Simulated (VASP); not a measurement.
# Cd3HgTe4 (I-42m) in VASP: notebook, part 2 of 2

VASP 6.6.1.

### Step 3. Single point, PBE

This run uses another cell than the first one, of 36.42 Å³/atom.

Contents of INCAR:

```
SYSTEM = Cd3HgTe4
PREC     = Accurate       ! precision mode
ENCUT    = 520            ! plane-wave cutoff, eV
EDIFF    = 1E-6           ! SCF threshold, eV
ISMEAR   = 0              ! smearing method
SIGMA    = 0.01           ! smearing width, eV
LREAL    = .False.        ! projectors in reciprocal space
LASPH    = .True.         ! aspherical terms in the spheres
NELM     = 60             ! most SCF steps
ALGO     = Normal         ! electronic algorithm
ISIF     = 2              ! what is computed and relaxed
LWAVE    = .False.        ! write WAVECAR
LCHARG   = .False.        ! write CHGCAR
GGA      = PE             ! functional
NBANDS   = 46             ! bands
```

Contents of KPOINTS:

```
regular mesh
0
Gamma
  8 8 8
  0 0 0
```

Contents of POSCAR:

```
Cd3HgTe4
1.0
   -3.3146449748      3.3146449748      6.6301444086
    3.3146449748     -3.3146449748      6.6301444086
    3.3146449748      3.3146449748     -6.6301444086
Cd Hg Te
3 1 4
Direct
    0.7500000000      0.2500000000      0.5000000000
    0.2500000000      0.7500000000      0.5000000000
    0.0000000000      0.0000000000      0.0000000000
    0.5000000000      0.5000000000      0.0000000000
    0.1236359402      0.6254586719      0.0000000000
    0.8763640598      0.8763640598      0.5018227317
    0.6254586719      0.1236359402      0.0000000000
    0.3745413281      0.3745413281      0.4981772683
```

Potentials or basis: VASP PAW PBE potentials, release 64 (Cd, Hg, Te).

On the command line:

```sh
> cat potpaw_PBE.64/Cd/POTCAR potpaw_PBE.64/Hg/POTCAR potpaw_PBE.64/Te/POTCAR > POTCAR
> mpirun -np 1 vasp_std > vasp.out
```

OUTCAR:

```text
SYSTEM = Cd3HgTe4
   PREC = Accurate
   ENCUT = 520
   EDIFF = 1E-6
   ISMEAR = 0
   LREAL = .False.
   LASPH = .True.
   NELM = 60
   ISIF = 2
   GGA = PE

 ion  position               nearest neighbor table
   1  0.750  0.250  0.500-   8 2.87   7 2.87   5 2.87   6 2.87
   2  0.250  0.750  0.500-   8 2.87   5 2.87   7 2.87   6 2.87
   3  0.000  0.000  0.000-   6 2.87   5 2.87   7 2.87   8 2.87
   4  0.500  0.500  0.000-   6 2.88   5 2.88   7 2.88   8 2.88
   5  0.124  0.625  0.000-   3 2.87   2 2.87   1 2.87   4 2.88
   6  0.876  0.876  0.502-   3 2.87   2 2.87   1 2.87   4 2.88
   7  0.625  0.124  0.000-   3 2.87   1 2.87   2 2.87   4 2.88
   8  0.375  0.375  0.498-   3 2.87   2 2.87   1 2.87   4 2.88

  LATTYP: Found a body centered tetragonal cell.
 ALAT       =     6.6292899496
 C/A-ratio  =     2.0002577830

  Lattice vectors:

 A1 = (  -3.3146449748,   3.3146449748,   6.6301444086)
 A2 = (   3.3146449748,  -3.3146449748,   6.6301444086)
 A3 = (   3.3146449748,   3.3146449748,  -6.6301444086)

Analysis of symmetry for initial positions (statically):
=====================================================================
 Subroutine PRICEL returns:
 Original cell was already a primitive cell.

 Routine SETGRP: Setting up the symmetry group for a
 body centered tetragonal supercell.

 Subroutine GETGRP returns: Found  8 space group operations
 (whereof  8 operations were pure point group operations)
 out of a pool of 16 trial point group operations.

The static configuration has the point symmetry D_2d.

Analysis of symmetry for dynamics (positions and initial velocities):
=====================================================================
 Subroutine PRICEL returns:
 Original cell was already a primitive cell.

 Routine SETGRP: Setting up the symmetry group for a
 body centered tetragonal supercell.

 Subroutine GETGRP returns: Found  8 space group operations
 (whereof  8 operations were pure point group operations)
 out of a pool of 16 trial point group operations.

The dynamic configuration has the point symmetry D_2d.

 Subroutine INISYM returns: Found  8 space group operations
 (whereof  8 operations are pure point group operations),
 and found     1 'primitive' translations

----------------------------------------------------------------------------------------

                                     Primitive cell

  volume of cell :     291.3782

  direct lattice vectors                    reciprocal lattice vectors
    -3.314644975  3.314644975  6.630144409     0.000000000  0.150845718  0.075413139
     3.314644975 -3.314644975  6.630144409     0.150845718  0.000000000  0.075413139
     3.314644975  3.314644975 -6.630144409     0.150845718  0.150845718  0.000000000

  length of vectors
     8.119886545  8.119886545  8.119886545     0.168646293  0.168646293  0.213328060

  position of ions in fractional coordinates (direct lattice)
     0.750000000  0.250000000  0.500000000
     0.250000000  0.750000000  0.500000000
     0.000000000  0.000000000  0.000000000
     0.500000000  0.500000000  0.000000000
     0.123635940  0.625458672  0.000000000
     0.876364060  0.876364060  0.501822732
     0.625458672  0.123635940  0.000000000
     0.374541328  0.374541328  0.498177268

[... 36 lines left out ...]

 Following reciprocal coordinates:
            Coordinates               Weight
  0.000000  0.000000  0.000000      1.000000
  0.125000  0.000000  0.000000      8.000000
  0.250000  0.000000  0.000000      8.000000
  0.375000  0.000000  0.000000      8.000000
  0.500000  0.000000  0.000000      4.000000
  0.125000  0.125000  0.000000      8.000000
[... 16 lines left out ...]
  0.250000  0.125000  0.125000     16.000000
  0.375000  0.125000  0.125000      8.000000
 [... further k-points ...]
   k-points           NKPTS =     59   k-points in BZ     NKDIM =     59   number of bands    NBANDS=     46
   number of dos      NEDOS =    301   number of ions     NIONS =      8
   total plane-waves  NPLWV = 216000
   dimension x,y,z NGX =    60 NGY =   60 NGZ =   60
   dimension x,y,z NGXF=   120 NGYF=  120 NGZF=  120
   ions per type =               3   1   4
   NGX,Y,Z   is equivalent  to a cutoff of  12.28, 12.28, 12.28 a.u.
   NGXF,Y,Z  is equivalent  to a cutoff of  24.57, 24.57, 24.57 a.u.
 SYSTEM =  Cd3HgTe4
   PREC   = accura    normal or accurate (medium, high low for compatibility)
   ISTART =      0    job   : 0-new  1-cont  2-samecut
   ICHARG =      2    charge: 1-file 2-atom 10-const
   ISPIN  =      1    spin polarized calculation?
   LNONCOLLINEAR =      F non collinear calculations
   LSORBIT =      F    spin-orbit coupling
   LASPH  =      T    aspherical Exc in radial PAW
   ENCUT  =  520.0 eV  38.22 Ry    6.18 a.u.  15.10 15.10 15.10*2*pi/ulx,y,z
   NELM   =     60;   NELMIN=  2; NELMDL= -5     # of ELM steps
   EDIFF  = 0.1E-05   stopping-criterion for ELM
   LREAL  =      F    real-space projection
   EDIFFG = 0.1E-04   stopping-criterion for IOM
   NSW    =      0    number of steps for IOM
   IBRION =     -1    ionic relax: 0-MD 1-quasi-New 2-CG
   NFREE  =      0    steps in history (QN), initial steepest desc. (CG)
   ISIF   =      2    stress and relaxation
   ISYM   =      2    0-nonsym 1-usesym 2-fastsym
   POTIM  = 0.5000    time-step for ionic-motion
   TEBEG  =    0.0;   TEEND  =   0.0 temperature during run
   PSTRESS=    0.0 pullay stress
   NELECT =      72.0000    total number of electrons
   NUPDOWN=      -1.0000    fix difference up-down
   EMIN   =  10.00;   EMAX   =-10.00  energy-range for DOS
   EFERMI =   0.00;   METHOD = LEGACY
   ISMEAR =     0;   SIGMA  =   0.01  broadening in eV -4-tet -1-fermi 0-gaus
   EFERMI_NEDOS =   21; number of points for ismear=-14 and -15
   IALGO  =     38    algorithm
   IMIX   =      4    mixing-type and parameters
     AMIX     =   0.40;   BMIX     =  1.00
     AMIX_MAG =   1.60;   BMIX_MAG =  1.00
  volume/ion in A,a.u.               =      36.42       245.79
  Fermi-wavevector in a.u.,A,eV,Ry     =   1.027306  1.941328 14.359023  1.055358
  Thomas-Fermi vector in A             =   2.161244
   LORBIT       =      0    0 simple, 1 ext, 2 COOP (PROOUT), +10 PAW based schemes
   GGA     = PE    functional components
   LHFCALC =     F    Hartree Fock is set to
   AEXX    =    0.0000 exact exchange contribution
   IVDW    =     0    specifies the selected vdW correction
   LEPSILON=     F    determine dielectric tensor
   LRPA    =     F    only Hartree local field effects (RPA)
 non-spin polarized calculation
 Gauss-broadening in eV      SIGMA  =   0.01
  energy-cutoff  :      520.00
  volume of cell :      291.38
 maximum number of plane-waves:      7901
   NGX = 31   NGY = 31   NGZ = 31

 number of electron      71.9999995 magnetization

 Free energy of the ion-electron system (eV)
  ---------------------------------------------------
  ext. energy  EPLUGINS =         0.00000000
  ---------------------------------------------------
  free energy    TOTEN  =       -18.06667154 eV

  energy without entropy =      -18.06667154  energy(sigma->0) =      -18.06667154

 E-fermi :   1.9659     XC(G=0):  -8.3153

 val. band max:        1.8958038733   @ k =   0.0000   0.0000   0.0000
 cond. band min:       2.0914612424   @ k =   0.0000   0.0000   0.0000
 fundamental gap:      0.1956573691
 Fermi energy:         1.9659082048

 k-point     1 :       0.0000    0.0000    0.0000
  band No.  band energies     occupation
      1      -9.0788      2.00000
      2      -8.5884      2.00000
      3      -8.5884      2.00000
      4      -8.5873      2.00000
      5      -6.2437      2.00000
      6      -6.2437      2.00000
[... 1165 lines left out ...]
     45       7.5777      0.00000
     46       7.6207      0.00000

 [... further k-points ...]
[... 5 lines left out ...]
  --------------------------------------------------------------------------------------
  -------------------------------------------------------------------------------------
  Total        0.0792652      0.0792652      0.0795737      0.0000000      0.0000000      0.0000000
  in kB        0.4358491      0.4358491      0.4375454      0.0000000      0.0000000      0.0000000
  external PRESSURE =       0.4364145 kB  Pullay stress =       0.0000000 kB

 VOLUME and BASIS-vectors are now :
 -----------------------------------------------------------------------------
  energy-cutoff  :      520.00
  volume of cell :      291.38
      direct lattice vectors                 reciprocal lattice vectors
    -3.314644975  3.314644975  6.630144409     0.000000000  0.150845718  0.075413139
     3.314644975 -3.314644975  6.630144409     0.150845718  0.000000000  0.075413139
     3.314644975  3.314644975 -6.630144409     0.150845718  0.150845718  0.000000000

 POSITION                                       TOTAL-FORCE (eV/Angst)
 -----------------------------------------------------------------------------------
      0.00000      3.31464      3.31507        -0.000000     -0.000000     -0.000000
      3.31464      0.00000      3.31507        -0.000000     -0.000000     -0.000000
      0.00000      0.00000      0.00000        -0.000000     -0.000000     -0.000000
      0.00000      0.00000      6.63014        -0.000000     -0.000000     -0.000000
      1.66336     -1.66336      4.96661        -0.002624      0.002624      0.001649
      1.66336      1.66336      8.29368        -0.002624     -0.002624     -0.001649
     -1.66336      1.66336      4.96661         0.002624     -0.002624      0.001649
      1.65128      1.65128      1.66354         0.002624      0.002624     -0.001649
 -----------------------------------------------------------------------------------
    total drift:                               -0.000009     -0.000009     -0.000008

  FREE ENERGIE OF THE ION-ELECTRON SYSTEM (eV)
  ---------------------------------------------------
  free  energy   TOTEN  =       -18.0666715445 eV

  energy  without entropy=      -18.0666715445  energy(sigma->0) =      -18.06667154
```

It took 29 min on 1 thread of Oxide Virtual Turin-like, shared host; peak memory 0.94 GiB.

Results:

```
Free energy            : -18.0667 eV
Pressure               : 0.0 GPa
Largest force          : 0.004 eV/Å
Band gap on the k mesh : 0.20 eV
```

Forces in eV/Å, atoms in the order of the input:
```
Cd   0.000  0.000  0.000
Cd   0.000  0.000  0.000
Cd   0.000  0.000  0.000
Hg   0.000  0.000  0.000
Te  -0.003  0.003  0.002
Te  -0.003 -0.003 -0.002
Te   0.003 -0.003  0.002
Te   0.003  0.003 -0.002
```

Caveat: spin-orbit coupling is left out, which moves the levels of the heavy elements.
